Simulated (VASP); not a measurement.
## CaMn2Bi2: single point with PBEsol

CaMn2Bi2:

```xyz
5
Lattice="4.6264 0.0000 0.0000 -2.3132 4.0066 0.0000 0.0000 0.0000 7.7288" Properties=species:S:1:pos:R:3 pbc="T T T"
Bi    0.0000    2.6710    5.8058
Bi    2.3132    1.3355    1.9230
Mn    0.0000    2.6710    2.9313
Mn    2.3132    1.3355    4.7975
Ca    0.0000    0.0000    0.0000
```

```json
{"Program": "VASP 6.6.1", "Task": "single point", "Functional": "PBEsol", "Potentials or basis": "VASP PAW PBE potentials, release 64 (Bi_d, Mn_pv, Ca_sv)", "Cutoff": "520 eV", "k mesh": "7 × 7 × 4", "Occupations": "fermi-dirac, width 0.05 eV", "Spin": "no spin polarisation"}
```

```
Pressure               : -11.6 GPa
Largest force          : 1.707 eV/Å
Band gap on the k mesh : zero (band 33 reaches 4.70 eV, above the bottom of band 34 at 4.56 eV)
```

Forces on the atoms (eV/Å):
```
Bi   0.000  0.000 -1.707
Bi   0.000  0.000  1.707
Mn   0.000  0.000  0.853
Mn   0.000  0.000 -0.853
Ca   0.000  0.000  0.000
```

Stress tensor (GPa, compression positive):
```
-11.22   0.00   0.00
  0.00 -11.22   0.00
  0.00   0.00 -12.33
```

Levels at points of the mesh, in eV from the Fermi level:
```tsv
k point	band 31	band 32	band 33	band 34	band 35	band 36
(0.00, 0.00, 0.00)	0.00	0.08	0.08	0.94	0.94	1.17
(0.00, 0.00, 0.50)	-0.05	0.02	0.02	0.69	1.00	1.00
```

It took 6.2 min on 1 thread of Intel(R) Xeon(R) Platinum 8559C (Emerald Rapids), on a shared host, peak memory 0.36 GiB.

Caveat: the PAW data sets were made with another functional, which shifts forces and pressure a little; spin-orbit coupling is left out, which moves the levels of the heavy elements. Spin polarisation is off, so any magnetic state and its effect on volume and gap are missing.
